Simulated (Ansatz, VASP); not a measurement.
**One calculation of Ru, two programs**

The input POSCAR:

```
Ru
1.0
   -1.5556524141      1.5556524141      1.5556524141
    1.5556524141     -1.5556524141      1.5556524141
    1.5556524141      1.5556524141     -1.5556524141
Ru
1
Direct
    0.0000000000      0.0000000000      0.0000000000
```

The input INCAR.step1:

```
  PREC = Accurate
  ENCUT = 520
  ISMEAR = -1
  SIGMA = 0.1
  LREAL = F
  LASPH = T
  NELM = 100
  NBANDS = 13
  GGA = PE
  ALGO = Normal
  EDIFF = 1E-4
  LWAVE = T
  LCHARG = F
```

INCAR.step2

```
  PREC = Accurate
  ENCUT = 520
  EDIFF = 1E-7
  ISMEAR = -1
  SIGMA = 0.1
  LREAL = F
  LASPH = T
  NELM = 100
  ALGO = Normal
  ISIF = 2
  LWAVE = F
  LCHARG = F
  METAGGA = R2SCAN
  LMIXTAU = T
  NBANDS = 13
  ISTART = 1
```

KPOINTS

```
Automatic mesh
0
Gamma
  16 16 16
```

Input for Ansatz:

```yaml
crystal:
  lattice:
    - [-1.5556524141, 1.5556524141, 1.5556524141]
    - [1.5556524141, -1.5556524141, 1.5556524141]
    - [1.5556524141, 1.5556524141, -1.5556524141]
  atoms:
    - { symbol: Ru, position: [0.0, 0.0, 0.0] }
hamiltonian:
  xc: r2scan
  pseudopotentials:
    kind: paw
    azcp:
      Ru: "pseudopotentials/Ru.paw.azcp"
basis:
  ecutwfc: 500
  fft_grid_basis: typed
kpoints:
  mp_grid: { grid: [16, 16, 16], shift: [0, 0, 0] }
magnetization:
  spin_polarized: false
scf:
  occupations: { method: fermi_dirac, width: 0.1 }
  lower_state_search: "off"
output:
  stress: true
  write_density: true
  write_potential: true
  elf: true
  volumetric_format: npy
```

Alike in both runs: task single point; functional r2SCAN; k mesh 16 × 16 × 16; occupations fermi-dirac, width 0.1 eV; no spin polarisation.

|  | VASP | Ansatz |
| --- | --- | --- |
| version | VASP 6.6.1 | Ansatz 0.2.0 |
| potentials or method | VASP PAW PBE potentials, release 64 (Ru_pv), cutoff 520 eV | plane waves (500 eV) with PAW, scalar-relativistic |
| valence electrons in the cell | 14 | 16 |

```csv
,VASP,Ansatz,Ansatz less VASP
pressure (GPa),-18.3,-19.2,-0.88
```

VASP's potentials were made for PBE, not for r2SCAN. VASP's potentials hold 14 valence electrons a cell and Ansatz's 16, so a difference there can come from the potentials and not from the codes.
